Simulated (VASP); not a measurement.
# N in VASP: further runs

N is run at these levels: LDA; tasks: single point, relaxation of cell and atoms.

Everything below comes from runs of VASP 6.6.1. Logs are shortened: lines on timing, memory, paths and dates and some standing lists are left out, and cuts for length are marked.

**1. The cell of the first run**

The typed cell holds 4 atoms: a = 4.879 Å, b = 4.879 Å, c = 4.879 Å, α = 90.00°, β = 90.00°, γ = 90.00°.

**2. Single point, LDA, collinear spin, ferromagnetic start (29.03 Å³/atom)**

INCAR

```
ALGO     = Normal         # electronic algorithm
EDIFF    = 1E-6           # SCF threshold, eV
ENCUT    = 520            # plane-wave cutoff, eV
ISIF     = 2              # what is computed and relaxed
ISMEAR   = 0              # smearing method
ISPIN    = 2              # spin polarisation
LASPH    = True           # aspherical terms in the spheres
LCHARG   = False          # write CHGCAR
LORBIT   = 11             # projections on sites
LREAL    = False          # projectors in reciprocal space
LWAVE    = False          # write WAVECAR
MAGMOM   = 3.15 3.15 3.15 3.15 # initial moments
NBANDS   = 22             # bands
NELM     = 150            # most SCF steps
PREC     = Accurate       # precision mode
SIGMA    = 0.02           # smearing width, eV
```

KPOINTS

```
k-points
0
Gamma
  6 6 6
```

POSCAR

```
N
1.0
    4.8786079476      0.0000000000      0.0000000000
    0.0000000000      4.8786079476      0.0000000000
    0.0000000000      0.0000000000      4.8786079476
N
4
Direct
   -0.0000221095     -0.0000221095     -0.0000221095
    0.5000221095      1.0000221095      0.4999778905
    0.4999778905      0.5000221095      1.0000221095
    1.0000221095      0.4999778905      0.5000221095
```

Potentials or basis: VASP PAW LDA potentials, release 64 (N).

Run with:

```
$ cat potpaw_LDA.64/N/POTCAR > POTCAR
$ mpirun -np 1 vasp_std > vasp.out
```

OUTCAR:

```text
EDIFF = 1E-6
   ENCUT = 520
   ISIF = 2
   ISMEAR = 0
   ISPIN = 2
   LASPH = True
   LORBIT = 11
   LREAL = False
   NELM = 150
   PREC = Accurate

 ion  position               nearest neighbor table
   1  1.000  1.000  1.000-
   2  0.500  0.000  0.500-
   3  0.500  0.500  0.000-
   4  0.000  0.500  0.500-

  LATTYP: Found a simple cubic cell.
 ALAT       =     4.8786079476

  Lattice vectors:

 A1 = (   4.8786079476,   0.0000000000,   0.0000000000)
 A2 = (   0.0000000000,   4.8786079476,   0.0000000000)
 A3 = (   0.0000000000,   0.0000000000,   4.8786079476)

Analysis of symmetry for initial positions (statically):
=====================================================================
 Subroutine PRICEL returns:
 Original cell was already a primitive cell.

 Routine SETGRP: Setting up the symmetry group for a
 simple cubic supercell.

 Subroutine GETGRP returns: Found 12 space group operations
 (whereof  3 operations were pure point group operations)
 out of a pool of 48 trial point group operations.

The static configuration has the point symmetry C_3 .
 The point group associated with its full space group is T   .

Analysis of symmetry for dynamics (positions and initial velocities):
=====================================================================
 Subroutine PRICEL returns:
 Original cell was already a primitive cell.

 Routine SETGRP: Setting up the symmetry group for a
 simple cubic supercell.

 Subroutine GETGRP returns: Found 12 space group operations
 (whereof  3 operations were pure point group operations)
 out of a pool of 48 trial point group operations.

The dynamic configuration has the point symmetry C_3 .
 The point group associated with its full space group is T   .

Analysis of structural, dynamic, and magnetic symmetry:
=====================================================================
 Subroutine PRICEL returns:
 Original cell was already a primitive cell.

 Routine SETGRP: Setting up the symmetry group for a
 simple cubic supercell.

 Subroutine GETGRP returns: Found 12 space group operations
 (whereof  3 operations were pure point group operations)
 out of a pool of 48 trial point group operations.

The overall configuration has the point symmetry C_3 .
 The point group associated with its full space group is T   .

 Subroutine INISYM returns: Found 12 space group operations
 (whereof  3 operations are pure point group operations),
 and found     1 'primitive' translations

----------------------------------------------------------------------------------------

                                     Primitive cell

  volume of cell :     116.1148

  direct lattice vectors                    reciprocal lattice vectors
     4.878607948  0.000000000  0.000000000     0.204976504  0.000000000  0.000000000
     0.000000000  4.878607948  0.000000000     0.000000000  0.204976504  0.000000000
     0.000000000  0.000000000  4.878607948     0.000000000  0.000000000  0.204976504

  length of vectors
     4.878607948  4.878607948  4.878607948     0.204976504  0.204976504  0.204976504

  position of ions in fractional coordinates (direct lattice)
     0.999977890  0.999977890  0.999977890
     0.500022110  0.000022110  0.499977890
     0.499977890  0.500022110  0.000022110
     0.000022110  0.499977890  0.500022110

  ion indices of the primitive-cell ions
   primitive index   ion index
                 1           1
                 2           2
                 3           3
                 4           4

----------------------------------------------------------------------------------------

 KPOINTS: k-points

Automatic generation of k-mesh.
 Grid dimensions read from file:
 generate k-points for:    6    6    6

 Generating k-lattice:

  Cartesian coordinates                     Fractional coordinates (reciprocal lattice)
     0.034162751  0.000000000  0.000000000     0.166666667  0.000000000  0.000000000
     0.000000000  0.034162751  0.000000000     0.000000000  0.166666667  0.000000000
     0.000000000  0.000000000  0.034162751     0.000000000  0.000000000  0.166666667

  Length of vectors
     0.034162751  0.034162751  0.034162751

  Shift w.r.t. Gamma in fractional coordinates (k-lattice)
     0.000000000  0.000000000  0.000000000

 Subroutine IBZKPT returns following result:
 ===========================================

 Found     24 irreducible k-points:

 Following reciprocal coordinates:
            Coordinates               Weight
  0.000000  0.000000  0.000000      1.000000
  0.166667  0.000000  0.000000      6.000000
  0.333333  0.000000  0.000000      6.000000
  0.500000  0.000000  0.000000      3.000000
  0.166667  0.166667  0.000000     12.000000
  0.333333  0.166667  0.000000     12.000000
[... 16 lines left out ...]
  0.500000  0.500000  0.333333      6.000000
  0.500000  0.500000  0.500000      1.000000
   k-points           NKPTS =     24   k-points in BZ     NKDIM =     24   number of bands    NBANDS=     22
   number of dos      NEDOS =    301   number of ions     NIONS =      4
   total plane-waves  NPLWV =  46656
   dimension x,y,z NGX =    36 NGY =   36 NGZ =   36
   dimension x,y,z NGXF=    72 NGYF=   72 NGZF=   72
   ions per type =               4
   NGX,Y,Z   is equivalent  to a cutoff of  12.27, 12.27, 12.27 a.u.
   NGXF,Y,Z  is equivalent  to a cutoff of  24.54, 24.54, 24.54 a.u.
 SYSTEM =  unknown system
   PREC   = accura    normal or accurate (medium, high low for compatibility)
   ISTART =      0    job   : 0-new  1-cont  2-samecut
   ICHARG =      2    charge: 1-file 2-atom 10-const
   ISPIN  =      2    spin polarized calculation?
   LNONCOLLINEAR =      F non collinear calculations
   LSORBIT =      F    spin-orbit coupling
   LASPH  =      T    aspherical Exc in radial PAW
   ENCUT  =  520.0 eV  38.22 Ry    6.18 a.u.   9.07  9.07  9.07*2*pi/ulx,y,z
   NELM   =    150;   NELMIN=  2; NELMDL= -5     # of ELM steps
   EDIFF  = 0.1E-05   stopping-criterion for ELM
   LREAL  =      F    real-space projection
[... 7 lines left out ...]
   TEBEG  =    0.0;   TEEND  =   0.0 temperature during run
   PSTRESS=    0.0 pullay stress
   NELECT =      20.0000    total number of electrons
   NUPDOWN=      -1.0000    fix difference up-down
   EMIN   =  10.00;   EMAX   =-10.00  energy-range for DOS
   EFERMI =   0.00;   METHOD = LEGACY
   ISMEAR =     0;   SIGMA  =   0.02  broadening in eV -4-tet -1-fermi 0-gaus
   EFERMI_NEDOS =   21; number of points for ismear=-14 and -15
   IALGO  =     38    algorithm
   IMIX   =      4    mixing-type and parameters
     AMIX     =   0.40;   BMIX     =  1.00
     AMIX_MAG =   1.60;   BMIX_MAG =  1.00
  volume/ion in A,a.u.               =      29.03       195.90
  Fermi-wavevector in a.u.,A,eV,Ry     =   0.910868  1.721291 11.288496  0.829681
  Thomas-Fermi vector in A             =   2.035081
   LORBIT       =     11    0 simple, 1 ext, 2 COOP (PROOUT), +10 PAW based schemes
   GGA     = CA    functional components
   LHFCALC =     F    Hartree Fock is set to
   AEXX    =    0.0000 exact exchange contribution
   IVDW    =     0    specifies the selected vdW correction
   LEPSILON=     F    determine dielectric tensor
   LRPA    =     F    only Hartree local field effects (RPA)
 spin polarized calculation
 Gauss-broadening in eV      SIGMA  =   0.02
  energy-cutoff  :      520.00
  volume of cell :      116.11
 maximum number of plane-waves:      3178
   NGX = 19   NGY = 19   NGZ = 19

 number of electron      20.0000004 magnetization      12.0000035

 Free energy of the ion-electron system (eV)
  ---------------------------------------------------
  ext. energy  EPLUGINS =         0.00000000
  ---------------------------------------------------
  free energy    TOTEN  =       -11.82713899 eV

  energy without entropy =      -11.82713899  energy(sigma->0) =      -11.82713899

 E-fermi :  -4.6674     XC(G=0):  -6.6310

 val. band max:       -4.8370583156   @ k =   0.0000   0.0000   0.0000
 cond. band min:      -3.1561711121   @ k =   0.5000   0.5000   0.5000
 fundamental gap:      1.6808872035
 Fermi energy:        -4.6674430931

 spin component 1

 k-point     1 :       0.0000    0.0000    0.0000
  band No.  band energies     occupation
      1     -17.2167      1.00000
      2     -16.5770      1.00000
      3     -16.5770      1.00000
      4     -16.5770      1.00000
      5      -6.3535      1.00000
      6      -6.3535      1.00000
[... 14 lines left out ...]
     21       8.3798      0.00000
     22       8.3798      0.00000

 k-point     2 :       0.1667    0.0000    0.0000
  band No.  band energies     occupation
      1     -17.1765      1.00000
      2     -16.6225      1.00000
      3     -16.5755      1.00000
      4     -16.5755      1.00000
      5      -6.2923      1.00000
      6      -6.2923      1.00000
[... 14 lines left out ...]
     21       8.3740      0.00000
     22       8.3740      0.00000
[... 508 lines left out ...]
      6      -6.4685      1.00000
[... 14 lines left out ...]
     21       7.1992      0.00000
     22       7.1993      0.00000

 k-point    24 :       0.5000    0.5000    0.5000
  band No.  band energies     occupation
      1     -16.7273      1.00000
      2     -16.7273      1.00000
      3     -16.7273      1.00000
      4     -16.7273      1.00000
      5      -6.5538      1.00000
      6      -6.5538      1.00000
[... 14 lines left out ...]
     21       6.7165      0.00000
     22       6.7165      0.00000
 Fermi energy:        -4.6674430931

 spin component 2

 k-point     1 :       0.0000    0.0000    0.0000
  band No.  band energies     occupation
      1     -13.2485      1.00000
      2     -12.3187      1.00000
      3     -12.3187      1.00000
      4     -12.3187      1.00000
      5      -2.8115      0.00000
      6      -2.8115      0.00000
[... 14 lines left out ...]
     21       9.8434      0.00000
     22       9.8434      0.00000

 k-point     2 :       0.1667    0.0000    0.0000
  band No.  band energies     occupation
      1     -13.1921      1.00000
      2     -12.3876      1.00000
      3     -12.3161      1.00000
      4     -12.3161      1.00000
      5      -2.7247      0.00000
      6      -2.7247      0.00000
[... 14 lines left out ...]
     21       9.9331      0.00000
     22       9.9331      0.00000
[... 523 lines left out ...]
     21       9.2601      0.00000
     22       9.2603      0.00000

 k-point    24 :       0.5000    0.5000    0.5000
  band No.  band energies     occupation
      1     -12.5354      1.00000
      2     -12.5354      1.00000
      3     -12.5354      1.00000
      4     -12.5354      1.00000
      5      -3.1562      0.00000
      6      -3.1562      0.00000
[... 14 lines left out ...]
     21       9.0962      0.00000
     22       9.0962      0.00000

------------------------ aborting loop because EDIFF is reached ----------------------------------------

  FORCE on cell =-STRESS in cart. coord.  units (eV):
  Direction    XX          YY          ZZ          XY          YZ          ZX
  --------------------------------------------------------------------------------------
  -------------------------------------------------------------------------------------
  Total       -0.1263863     -0.1263863     -0.1263863      0.0000000     -0.0000000     -0.0000000
  in kB       -1.7439057     -1.7439057     -1.7439057      0.0000000     -0.0000000     -0.0000000
  external PRESSURE =      -1.7439057 kB  Pullay stress =       0.0000000 kB

 VOLUME and BASIS-vectors are now :
 -----------------------------------------------------------------------------
  energy-cutoff  :      520.00
  volume of cell :      116.11
      direct lattice vectors                 reciprocal lattice vectors
     4.878607948  0.000000000  0.000000000     0.204976504  0.000000000  0.000000000
     0.000000000  4.878607948  0.000000000     0.000000000  0.204976504  0.000000000
     0.000000000  0.000000000  4.878607948     0.000000000  0.000000000  0.204976504

 POSITION                                       TOTAL-FORCE (eV/Angst)
 -----------------------------------------------------------------------------------
      4.87850      4.87850      4.87850         0.000022      0.000022      0.000022
      2.43941      0.00011      2.43920        -0.000022     -0.000022      0.000022
      2.43920      2.43941      0.00011         0.000022     -0.000022     -0.000022
      0.00011      2.43920      2.43941        -0.000022      0.000022     -0.000022
 -----------------------------------------------------------------------------------
    total drift:                                0.000000      0.000000     -0.000000

  FREE ENERGIE OF THE ION-ELECTRON SYSTEM (eV)
  ---------------------------------------------------
  free  energy   TOTEN  =       -11.8271389862 eV

  energy  without entropy=      -11.8271389862  energy(sigma->0) =      -11.82713899

 total charge

# of ion       s       p       d       tot
------------------------------------------
    1        1.351   1.890   0.000   3.241
    2        1.351   1.890   0.000   3.241
    3        1.351   1.890   0.000   3.241
    4        1.351   1.890   0.000   3.241
--------------------------------------------------
tot          5.406   7.560   0.000  12.965

 magnetization (x)

# of ion       s       p       d       tot
------------------------------------------
    1        0.039   1.889   0.000   1.928
    2        0.039   1.889   0.000   1.928
    3        0.039   1.889   0.000   1.928
    4        0.039   1.889   0.000   1.928
--------------------------------------------------
tot          0.156   7.558   0.000   7.714
```

Run time: 35 s. Hardware: 1 thread of Intel Xeon 6975P-C (Granite Rapids), shared host; peak memory 0.22 GiB.

What came out:

```
Free energy                                           : -11.8271 eV
Pressure                                              : -0.2 GPa
Band gap on the k mesh                                : 1.68 eV
Net moment                                            : 12.00 μB per cell
Site moments                                          : N +1.93 μB
Valence electrons inside the program's atomic spheres : N 3.24
```

Levels at points of the mesh, in eV from the valence-band top:
Spin up:
| k point | band 13 | band 14 | band 15 | band 16 | band 17 | band 18 | band 19 | band 20 |
| --- | --- | --- | --- | --- | --- | --- | --- | --- |
| (0.00, 0.00, 0.00) | -0.51 | 0.00 | 0.00 | 0.00 | 7.12 | 10.72 | 10.72 | 10.72 |
| (0.50, 0.00, 0.00) | -0.26 | -0.26 | -0.26 | -0.26 | 8.94 | 8.94 | 11.59 | 11.59 |
| (0.50, 0.50, 0.00) | -0.17 | -0.17 | -0.17 | -0.17 | 10.30 | 10.30 | 10.30 | 10.30 |
| (0.50, 0.50, 0.50) | -0.16 | -0.16 | -0.16 | -0.16 | 11.00 | 11.00 | 11.00 | 11.00 |
Spin down:
| k point | band 2 | band 3 | band 4 | band 5 | band 6 | band 7 |
| --- | --- | --- | --- | --- | --- | --- |
| (0.00, 0.00, 0.00) | -7.48 | -7.48 | -7.48 | 2.03 | 2.03 | 2.03 |
| (0.50, 0.00, 0.00) | -7.97 | -7.47 | -7.47 | 2.72 | 2.72 | 2.72 |
| (0.50, 0.50, 0.00) | -7.72 | -7.72 | -7.72 | 2.36 | 2.36 | 2.36 |
| (0.50, 0.50, 0.50) | -7.70 | -7.70 | -7.70 | 1.68 | 1.68 | 1.68 |

**3. Single point, LDA, collinear spin, ferromagnetic start (29.87 Å³/atom)**

This run uses another cell than the first one, of 29.87 Å³/atom.

INCAR

```
PREC = Accurate ; ENCUT = 520
EDIFF = 1E-6 ; ISMEAR = 0
SIGMA = 0.02 ; LREAL = F
LASPH = T ; NELM = 150
ALGO = Normal ; ISIF = 2
LWAVE = F ; LCHARG = F
ISPIN = 2 ; MAGMOM = 3.15 3.15 3.15 3.15
LORBIT = 11 ; GGA = CA
NBANDS = 22
```

KPOINTS

```
Automatic mesh
0
Gamma
  6 6 6
```

POSCAR

```
N
1.0
    4.9255205172      0.0000000000      0.0000000000
    0.0000000000      4.9255205172      0.0000000000
    0.0000000000      0.0000000000      4.9255205172
N
4
Direct
   -0.0000221095     -0.0000221095     -0.0000221095
    0.5000221095      1.0000221095      0.4999778905
    0.4999778905      0.5000221095      1.0000221095
    1.0000221095      0.4999778905      0.5000221095
```

Potentials or basis: VASP PAW LDA potentials, release 64 (N).

Run with:

```
$ cat potpaw_LDA.64/N/POTCAR > POTCAR
$ mpirun -np 1 vasp_std > vasp.out
```

Wall time 2.6 min (1 thread of Oxide Virtual Turin-like, shared host); peak memory 0.21 GiB.

Results (log left out):

```
Free energy                                           : -11.8246 eV
Pressure                                              : -0.2 GPa
Band gap on the k mesh                                : 1.77 eV
Net moment                                            : 12.00 μB per cell
Site moments                                          : N +1.93 μB
Valence electrons inside the program's atomic spheres : N 3.24
```

Levels at points of the mesh, in eV from the valence-band top:
Spin up:
```
           k point  band 12  band 13  band 14  band 15  band 16  band 17  band 18  band 19  band 20  band 21
(0.00, 0.00, 0.00)    -0.48    -0.48     0.00     0.00     0.00     7.06    10.69    10.69    10.69    13.06
(0.50, 0.00, 0.00)    -0.56    -0.25    -0.25    -0.25    -0.25     8.85     8.85    11.54    11.54    13.10
(0.50, 0.50, 0.00)    -0.63    -0.16    -0.16    -0.16    -0.16    10.20    10.20    10.20    10.20    13.65
(0.50, 0.50, 0.50)    -0.16    -0.16    -0.16    -0.16    -0.16    10.92    10.92    10.92    10.92    11.43
```
Spin down:
```tsv
k point	band 1	band 2	band 3	band 4	band 5	band 6	band 7	band 8
(0.00, 0.00, 0.00)	-8.33	-7.46	-7.46	-7.46	2.10	2.10	2.10	3.58
(0.50, 0.00, 0.00)	-7.92	-7.92	-7.45	-7.45	2.77	2.77	2.77	2.77
(0.50, 0.50, 0.00)	-7.68	-7.68	-7.68	-7.68	2.43	2.43	2.43	2.43
(0.50, 0.50, 0.50)	-7.67	-7.67	-7.67	-7.67	1.77	1.77	1.77	1.77
```

A k mesh can miss the band edges.

(Part 1 of 2 ends here.)
